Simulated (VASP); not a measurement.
# CuI (F-43m) in VASP: further runs

CuI is run at these levels: PBEsol; tasks: relaxation of cell and atoms.

All numbers are computed with VASP 6.6.1; they aren't measurements. Logs are shortened: lines on timing, memory, paths and dates and some standing lists are left out, and cuts for length are marked.

## 1. The cell of the first run

The structure is cubic, space group F-43m (No. 216). Conventional cell: a = 5.939 Å, b = 5.939 Å, c = 5.939 Å, α = 90.00°, β = 90.00°, γ = 90.00°. Cu (site symmetry -43m) has 4 I at 2.57 Å within 3.4 Å. I (site symmetry -43m) has 4 Cu at 2.57 Å within 3.4 Å.

## 2. Relaxation of cell and atoms, PBEsol, target pressure 1 GPa, at which the enthalpy is minimised

Contents of INCAR:

```
ALGO = Normal
EDIFF = 1E-7
EDIFFG = -0.002
ENCUT = 600
GGA = PS
IBRION = 2
ISIF = 3
ISMEAR = 0
LASPH = T
LCHARG = F
LREAL = F
LWAVE = F
NELM = 80
NSW = 100
PREC = Accurate
PSTRESS = 10.0
SIGMA = 0.01
```

Contents of KPOINTS:

```
k-points
0
Gamma
  6 6 6
```

Contents of POSCAR:

```
CuI
1.0
    0.0000000000      2.9695375105      2.9695375105
    2.9695375105      0.0000000000      2.9695375105
    2.9695375105      2.9695375105      0.0000000000
Cu I
1 1
Direct
    0.7500000000      0.7500000000      0.7500000000
    0.0000000000      0.0000000000      0.0000000000
```

Potentials or basis: VASP PAW PBE potentials, release 64 (Cu, I).

Run with:

```bash
$ cat potpaw_PBE.64/Cu/POTCAR potpaw_PBE.64/I/POTCAR > POTCAR
$ mpirun -np 1 vasp_std > vasp.out
```

OUTCAR:

```text
EDIFF = 1E-7
   EDIFFG = -0.002
   ENCUT = 600
   GGA = PS
   IBRION = 2
   ISIF = 3
   ISMEAR = 0
   LASPH = T
   LREAL = F
   NELM = 80
   NSW = 100
   PREC = Accurate
   PSTRESS = 10.0

 ion  position               nearest neighbor table
   1  0.750  0.750  0.750-   2 2.57   2 2.57   2 2.57   2 2.57
   2  0.000  0.000  0.000-   1 2.57   1 2.57   1 2.57   1 2.57

  LATTYP: Found a face centered cubic cell.
 ALAT       =     5.9390750210

  Lattice vectors:

 A1 = (   0.0000000000,   2.9695375105,   2.9695375105)
 A2 = (   2.9695375105,   0.0000000000,   2.9695375105)
 A3 = (   2.9695375105,   2.9695375105,   0.0000000000)

Analysis of symmetry for initial positions (statically):
=====================================================================
 Subroutine PRICEL returns:
 Original cell was already a primitive cell.

 Routine SETGRP: Setting up the symmetry group for a
 face centered cubic supercell.

 Subroutine GETGRP returns: Found 24 space group operations
 (whereof 24 operations were pure point group operations)
 out of a pool of 48 trial point group operations.

The static configuration has the point symmetry T_d .

Analysis of symmetry for dynamics (positions and initial velocities):
=====================================================================
 Subroutine PRICEL returns:
 Original cell was already a primitive cell.

 Routine SETGRP: Setting up the symmetry group for a
 face centered cubic supercell.

 Subroutine GETGRP returns: Found 24 space group operations
 (whereof 24 operations were pure point group operations)
 out of a pool of 48 trial point group operations.

The dynamic configuration has the point symmetry T_d .

 Subroutine INISYM returns: Found 24 space group operations
 (whereof 24 operations are pure point group operations),
 and found     1 'primitive' translations

----------------------------------------------------------------------------------------

                                     Primitive cell

  volume of cell :      52.3717

  direct lattice vectors                    reciprocal lattice vectors
     0.000000000  2.969537510  2.969537510    -0.168376388  0.168376388  0.168376388
     2.969537510  0.000000000  2.969537510     0.168376388 -0.168376388  0.168376388
     2.969537510  2.969537510  0.000000000     0.168376388  0.168376388 -0.168376388

[... 63 lines left out ...]
   NGXF,Y,Z  is equivalent  to a cutoff of  28.50, 28.50, 28.50 a.u.
 SYSTEM =  unknown system
   PREC   = accura    normal or accurate (medium, high low for compatibility)
   ISTART =      0    job   : 0-new  1-cont  2-samecut
   ICHARG =      2    charge: 1-file 2-atom 10-const
   ISPIN  =      1    spin polarized calculation?
   LNONCOLLINEAR =      F non collinear calculations
   LSORBIT =      F    spin-orbit coupling
   LASPH  =      T    aspherical Exc in radial PAW
   ENCUT  =  600.0 eV  44.10 Ry    6.64 a.u.   8.39  8.39  8.39*2*pi/ulx,y,z
   NELM   =     80;   NELMIN=  2; NELMDL= -5     # of ELM steps
   EDIFF  = 0.1E-06   stopping-criterion for ELM
   LREAL  =      F    real-space projection
   EDIFFG = -.2E-02   stopping-criterion for IOM
   NSW    =    100    number of steps for IOM
   IBRION =      2    ionic relax: 0-MD 1-quasi-New 2-CG
   NFREE  =      1    steps in history (QN), initial steepest desc. (CG)
   ISIF   =      3    stress and relaxation
   ISYM   =      2    0-nonsym 1-usesym 2-fastsym
   POTIM  = 0.5000    time-step for ionic-motion
   TEBEG  =    0.0;   TEEND  =   0.0 temperature during run
   PSTRESS=   10.0 pullay stress
   NELECT =      18.0000    total number of electrons
   NUPDOWN=      -1.0000    fix difference up-down
   EMIN   =  10.00;   EMAX   =-10.00  energy-range for DOS
   EFERMI =   0.00;   METHOD = LEGACY
   ISMEAR =     0;   SIGMA  =   0.01  broadening in eV -4-tet -1-fermi 0-gaus
   EFERMI_NEDOS =   21; number of points for ismear=-14 and -15
   IALGO  =     38    algorithm
   IMIX   =      4    mixing-type and parameters
     AMIX     =   0.40;   BMIX     =  1.00
     AMIX_MAG =   1.60;   BMIX_MAG =  1.00
  volume/ion in A,a.u.               =      26.19       176.71
  Fermi-wavevector in a.u.,A,eV,Ry     =   1.146745  2.167034 17.891989  1.315024
  Thomas-Fermi vector in A             =   2.283428
   LORBIT       =      0    0 simple, 1 ext, 2 COOP (PROOUT), +10 PAW based schemes
   GGA     = PS    functional components
   LHFCALC =     F    Hartree Fock is set to
   AEXX    =    0.0000 exact exchange contribution
   IVDW    =     0    specifies the selected vdW correction
   LEPSILON=     F    determine dielectric tensor
   LRPA    =     F    only Hartree local field effects (RPA)
 conjugate gradient relaxation of ions
 non-spin polarized calculation
 Gauss-broadening in eV      SIGMA  =   0.01
  energy-cutoff  :      600.00
  volume of cell :       52.37
 maximum number of plane-waves:      1807
 NGX is ok and might be reduce to    36
   NGX = 17   NGY = 17   NGZ = 17

--------------------------------------- Ionic step        1  -------------------------------------------

 number of electron      17.9999992 magnetization

 Free energy of the ion-electron system (eV)
  ---------------------------------------------------
  ext. energy  EPLUGINS =         0.00000000
  ---------------------------------------------------
  free energy    TOTEN  =        -6.31769875 eV

  energy without entropy =       -6.31769875  energy(sigma->0) =       -6.31769875

------------------------ aborting loop because EDIFF is reached ----------------------------------------

  FORCE on cell =-STRESS in cart. coord.  units (eV):
  Direction    XX          YY          ZZ          XY          YZ          ZX
  --------------------------------------------------------------------------------------
  -------------------------------------------------------------------------------------
  Total        0.0561432      0.0561432      0.0561432     -0.0000000      0.0000000      0.0000000
  in kB        1.7175585      1.7175585      1.7175585     -0.0000000      0.0000000      0.0000000
  external PRESSURE =      -8.2824415 kB  Pullay stress =      10.0000000 kB
[... 63 lines left out ...]
--------------------------------------- Ionic step        3  -------------------------------------------

 number of electron      17.9999997 magnetization

 Free energy of the ion-electron system (eV)
  ---------------------------------------------------
  ext. energy  EPLUGINS =         0.00000000
  ---------------------------------------------------
  free energy    TOTEN  =        -6.31465798 eV

  energy without entropy =       -6.31465798  energy(sigma->0) =       -6.31465798

 E-fermi :   5.2698     XC(G=0):  -9.5034

 val. band max:        5.1659349106   @ k =   0.0000   0.0000   0.0000
 cond. band min:       6.4094577793   @ k =   0.0000   0.0000   0.0000
 fundamental gap:      1.2435228688
 Fermi energy:         5.2698400254

 k-point     1 :       0.0000    0.0000    0.0000
  band No.  band energies     occupation
      1      -9.2989      2.00000
      2       1.1443      2.00000
      3       1.1443      2.00000
      4       1.1443      2.00000
      5       2.9437      2.00000
      6       2.9437      2.00000
      7       5.1659      2.00000
      8       5.1659      2.00000
      9       5.1659      2.00000
     10       6.4095      0.00000
     11       9.9039      0.00000
     12       9.9039      0.00000
     13       9.9039      0.00000
[... 271 lines left out ...]
  energy  without entropy=       -6.3146579847  energy(sigma->0) =       -6.31465798

  enthalpy is  TOTEN    =        -5.9930746704 eV   P V=        0.3215833143

 reached required accuracy - stopping structural energy minimisation
```

OSZICAR:

```text
N       E                     dE             d eps       ncg     rms          rms(c)
DAV:   1     0.104505393329E+03    0.10451E+03   -0.86298E+03   416   0.171E+03
DAV:   2     0.138006297567E+01   -0.10313E+03   -0.97578E+02   416   0.288E+02
DAV:   3    -0.640514908225E+01   -0.77852E+01   -0.76577E+01   566   0.848E+01
[... 34 lines left out ...]
DAV:   4    -0.631466718255E+01    0.10138E-03   -0.35234E-04   476   0.179E-01    0.271E-02
DAV:   5    -0.631466144456E+01    0.57380E-05   -0.13421E-05   576   0.987E-02    0.239E-02
DAV:   6    -0.631465861142E+01    0.28331E-05   -0.30344E-06   644   0.239E-02    0.976E-03
DAV:   7    -0.631465791544E+01    0.69598E-06   -0.11725E-06   626   0.398E-02    0.177E-03
DAV:   8    -0.631465798465E+01   -0.69217E-07   -0.41469E-07   465   0.474E-03
   3 F= -.59930747E+01 E0= -.59930747E+01  d E =-.225404E-02
```

CONTCAR:

```text
CuI
   1.00000000000000
    -0.0000000000000000    2.9534165068313354    2.9534165068313354
     2.9534165068313354   -0.0000000000000000    2.9534165068313354
     2.9534165068313354    2.9534165068313354    0.0000000000000000
  Cu              I
     1     1
Direct
     0.7500000000000000    0.7500000000000000    0.7500000000000000
     0.0000000000000000    0.0000000000000000    0.0000000000000000

  0.00000000E+00  0.00000000E+00  0.00000000E+00
  0.00000000E+00  0.00000000E+00  0.00000000E+00
```

It took 98 s on 1 thread of Intel Xeon 8259CL, shared host; peak memory 0.21 GiB.

Results:

```
Free energy                                                : -6.3147 eV
Relaxed volume                                             : 25.76 Å³/atom
Relaxed cell                                               : a = 4.177 Å, b = 4.177 Å, c = 4.177 Å, α = 60.00°, β = 60.00°, γ = 60.00°
Space group after relaxing (to 0.1 Å)                      : F-43m (No. 216)
Energy change on relaxing (the run minimises the enthalpy) : +1.5 meV/atom
Ionic steps                                                : 3
Pressure after relaxing                                    : 1.0 GPa
Band gap on the k mesh                                     : 1.24 eV
```

The path:
```tsv
step	energy change (eV)	largest force (eV/Å)	pressure (GPa)	volume (Å³)
1	0.0000	0.0000	0.17	52.37
2	0.0042	0.0000	1.18	51.35
3	0.0030	0.0000	1.01	51.52
```

Final structure:
```
Cu I
1.0
     0.00000    2.95342    2.95342
     2.95342    0.00000    2.95342
     2.95342    2.95342    0.00000
Cu I
1 1
Direct
  0.75000 0.75000 0.75000
  0.00000 0.00000 0.00000
```

Caveat: the cell is relaxed towards a set pressure, so the run minimises the enthalpy, not the energy; the PAW data sets were made with another functional, which shifts forces and pressure a little; spin-orbit coupling is left out, which moves the levels of the heavy elements.

## 3. Relaxation of cell and atoms, PBEsol, target pressure 2 GPa, at which the enthalpy is minimised

Contents of INCAR:

```
SYSTEM = CuI
PREC = Accurate
ENCUT = 600
EDIFF = 1E-6
ISMEAR = 0
SIGMA = 0.01
LREAL = .FALSE.
LASPH = .TRUE.
NELM = 60
ALGO = Normal
ISIF = 3
LWAVE = .FALSE.
LCHARG = .FALSE.
GGA = PS
IBRION = 2
NSW = 100
EDIFFG = -0.002
PSTRESS = 20.0
```

Contents of KPOINTS:

```
regular mesh
0
G
  6 6 6
  0 0 0
```

POSCAR is that of step 2.

Potentials or basis: VASP PAW PBE potentials, release 64 (Cu, I).

Run with:

```bash
$ cat potpaw_PBE.64/Cu/POTCAR potpaw_PBE.64/I/POTCAR > POTCAR
$ mpirun -np 1 vasp_std > vasp.out
```

OUTCAR:

```text
SYSTEM = CuI
   PREC = Accurate
   ENCUT = 600
   EDIFF = 1E-6
   ISMEAR = 0
   LREAL = .FALSE.
   LASPH = .TRUE.
   NELM = 60
   ISIF = 3
   GGA = PS
   IBRION = 2
   NSW = 100
   EDIFFG = -0.002
   PSTRESS = 20.0

 ion  position               nearest neighbor table
   1  0.750  0.750  0.750-   2 2.57   2 2.57   2 2.57   2 2.57
   2  0.000  0.000  0.000-   1 2.57   1 2.57   1 2.57   1 2.57

  LATTYP: Found a face centered cubic cell.
 ALAT       =     5.9390750210

  Lattice vectors:

 A1 = (   0.0000000000,   2.9695375105,   2.9695375105)
 A2 = (   2.9695375105,   0.0000000000,   2.9695375105)
 A3 = (   2.9695375105,   2.9695375105,   0.0000000000)

Analysis of symmetry for initial positions (statically):
=====================================================================
 Subroutine PRICEL returns:
 Original cell was already a primitive cell.

 Routine SETGRP: Setting up the symmetry group for a
 face centered cubic supercell.

 Subroutine GETGRP returns: Found 24 space group operations
 (whereof 24 operations were pure point group operations)
 out of a pool of 48 trial point group operations.

The static configuration has the point symmetry T_d .

Analysis of symmetry for dynamics (positions and initial velocities):
=====================================================================
 Subroutine PRICEL returns:
 Original cell was already a primitive cell.

 Routine SETGRP: Setting up the symmetry group for a
 face centered cubic supercell.

 Subroutine GETGRP returns: Found 24 space group operations
 (whereof 24 operations were pure point group operations)
 out of a pool of 48 trial point group operations.

The dynamic configuration has the point symmetry T_d .

 Subroutine INISYM returns: Found 24 space group operations
 (whereof 24 operations are pure point group operations),
 and found     1 'primitive' translations

----------------------------------------------------------------------------------------

                                     Primitive cell

  volume of cell :      52.3717

  direct lattice vectors                    reciprocal lattice vectors
     0.000000000  2.969537510  2.969537510    -0.168376388  0.168376388  0.168376388
[... 91 lines left out ...]
   EFERMI =   0.00;   METHOD = LEGACY
   ISMEAR =     0;   SIGMA  =   0.01  broadening in eV -4-tet -1-fermi 0-gaus
   EFERMI_NEDOS =   21; number of points for ismear=-14 and -15
   IALGO  =     38    algorithm
   IMIX   =      4    mixing-type and parameters
     AMIX     =   0.40;   BMIX     =  1.00
     AMIX_MAG =   1.60;   BMIX_MAG =  1.00
  volume/ion in A,a.u.               =      26.19       176.71
  Fermi-wavevector in a.u.,A,eV,Ry     =   1.146745  2.167034 17.891989  1.315024
  Thomas-Fermi vector in A             =   2.283428
   LORBIT       =      0    0 simple, 1 ext, 2 COOP (PROOUT), +10 PAW based schemes
   GGA     = PS    functional components
   LHFCALC =     F    Hartree Fock is set to
   AEXX    =    0.0000 exact exchange contribution
   IVDW    =     0    specifies the selected vdW correction
   LEPSILON=     F    determine dielectric tensor
   LRPA    =     F    only Hartree local field effects (RPA)
 conjugate gradient relaxation of ions
 non-spin polarized calculation
 Gauss-broadening in eV      SIGMA  =   0.01
  energy-cutoff  :      600.00
  volume of cell :       52.37
 maximum number of plane-waves:      1807
 NGX is ok and might be reduce to    36
   NGX = 17   NGY = 17   NGZ = 17

--------------------------------------- Ionic step        1  -------------------------------------------

 number of electron      17.9999992 magnetization

 Free energy of the ion-electron system (eV)
  ---------------------------------------------------
  ext. energy  EPLUGINS =         0.00000000
  ---------------------------------------------------
  free energy    TOTEN  =        -6.31769837 eV

  energy without entropy =       -6.31769837  energy(sigma->0) =       -6.31769837

 E-fermi :   5.0666     XC(G=0):  -9.4273

 val. band max:        4.9746046295   @ k =   0.0000   0.0000   0.0000
 cond. band min:       6.1708398138   @ k =   0.0000   0.0000   0.0000
 fundamental gap:      1.1962351842
 Fermi energy:         5.0665756329

 k-point     1 :       0.0000    0.0000    0.0000
  band No.  band energies     occupation
      1      -9.3932      2.00000
      2       1.0359      2.00000
      3       1.0359      2.00000
      4       1.0359      2.00000
      5       2.8285      2.00000
      6       2.8285      2.00000
      7       4.9746      2.00000
      8       4.9746      2.00000
      9       4.9746      2.00000
     10       6.1708      0.00000
     11       9.7330      0.00000
     12       9.7330      0.00000
     13       9.7330      0.00000
[... 313 lines left out ...]
--------------------------------------- Ionic step        3  -------------------------------------------

 number of electron      18.0000003 magnetization

 Free energy of the ion-electron system (eV)
  ---------------------------------------------------
  ext. energy  EPLUGINS =         0.00000000
  ---------------------------------------------------
  free energy    TOTEN  =        -6.30615126 eV

  energy without entropy =       -6.30615126  energy(sigma->0) =       -6.30615126

 E-fermi :   5.4835     XC(G=0):  -9.5874

 val. band max:        5.3778050591   @ k =   0.0000   0.0000   0.0000
 cond. band min:       6.6746803934   @ k =   0.0000   0.0000   0.0000
 fundamental gap:      1.2968753342
 Fermi energy:         5.4834914038

 k-point     1 :       0.0000    0.0000    0.0000
  band No.  band energies     occupation
      1      -9.1946      2.00000
      2       1.2634      2.00000
      3       1.2634      2.00000
      4       1.2634      2.00000
      5       3.0689      2.00000
      6       3.0689      2.00000
      7       5.3778      2.00000
      8       5.3778      2.00000
      9       5.3778      2.00000
     10       6.6747      0.00000
     11      10.0932      0.00000
     12      10.0932      0.00000
     13      10.0932      0.00000
[... 271 lines left out ...]
  energy  without entropy=       -6.3061512637  energy(sigma->0) =       -6.30615126

  enthalpy is  TOTEN    =        -5.6743380354 eV   P V=        0.6318132282

 reached required accuracy - stopping structural energy minimisation
```

OSZICAR:

```text
N       E                     dE             d eps       ncg     rms          rms(c)
DAV:   1     0.104505393329E+03    0.10451E+03   -0.86298E+03   416   0.171E+03
DAV:   2     0.138006297567E+01   -0.10313E+03   -0.97578E+02   416   0.288E+02
DAV:   3    -0.640514908225E+01   -0.77852E+01   -0.76577E+01   566   0.848E+01
[... 29 lines left out ...]
DAV:   4    -0.630618337098E+01    0.39944E-03   -0.13685E-03   515   0.404E-01    0.521E-02
DAV:   5    -0.630616427617E+01    0.19095E-04   -0.43809E-05   594   0.164E-01    0.458E-02
DAV:   6    -0.630615244968E+01    0.11826E-04   -0.11957E-05   639   0.580E-02    0.141E-02
DAV:   7    -0.630615106957E+01    0.13801E-05   -0.30345E-06   389   0.637E-02    0.373E-03
DAV:   8    -0.630615126365E+01   -0.19408E-06   -0.13250E-06   289   0.885E-03
   3 F= -.56743380E+01 E0= -.56743380E+01  d E =-.103959E-01
```

CONTCAR:

```text
CuI
   1.00000000000000
     0.0000000000000000    2.9359349923344249    2.9359349923344249
     2.9359349923344249    0.0000000000000000    2.9359349923344249
     2.9359349923344249    2.9359349923344249   -0.0000000000000000
  Cu              I
     1     1
Direct
     0.7500000000000000    0.7500000000000000    0.7500000000000000
     0.0000000000000000    0.0000000000000000    0.0000000000000000

  0.00000000E+00  0.00000000E+00  0.00000000E+00
  0.00000000E+00  0.00000000E+00  0.00000000E+00
```

It took 80 s on 1 thread of Intel Xeon 8259CL, shared host; peak memory 0.21 GiB.

What came out:

```yaml
Free_energy: -6.3062 eV
Relaxed_volume: 25.31 Å³/atom
Relaxed_cell: a = 4.152 Å, b = 4.152 Å, c = 4.152 Å, α = 60.00°, β = 60.00°, γ = 60.00°
Space_group_after_relaxing_to_0.1_Å: F-43m (No. 216)
Energy_change_on_relaxing_the_run_minimises_the_enthalpy: +5.8 meV/atom
Ionic_steps: 3
Pressure_after_relaxing: 2.0 GPa
Band_gap_on_the_k_mesh: 1.30 eV
```

Step by step:
```csv
step,energy change (eV),largest force (eV/Å),pressure (GPa),volume (Å³)
1,0.0000,0.0000,0.29,52.37
2,0.0161,0.0000,2.46,50.28
3,0.0115,0.0000,2.01,50.61
```

Final structure:
```xyz
2
Lattice="0.0000 2.9359 2.9359 2.9359 0.0000 2.9359 2.9359 2.9359 0.0000" Properties=species:S:1:pos:R:3 pbc="T T T"
Cu    4.4039    4.4039    4.4039
I     0.0000    0.0000    0.0000
```

Caveat: the cell is relaxed towards a set pressure, so the run minimises the enthalpy, not the energy; the PAW data sets were made with another functional, which shifts forces and pressure a little; spin-orbit coupling is left out, which moves the levels of the heavy elements.

(Part 1 of 2 ends here.)
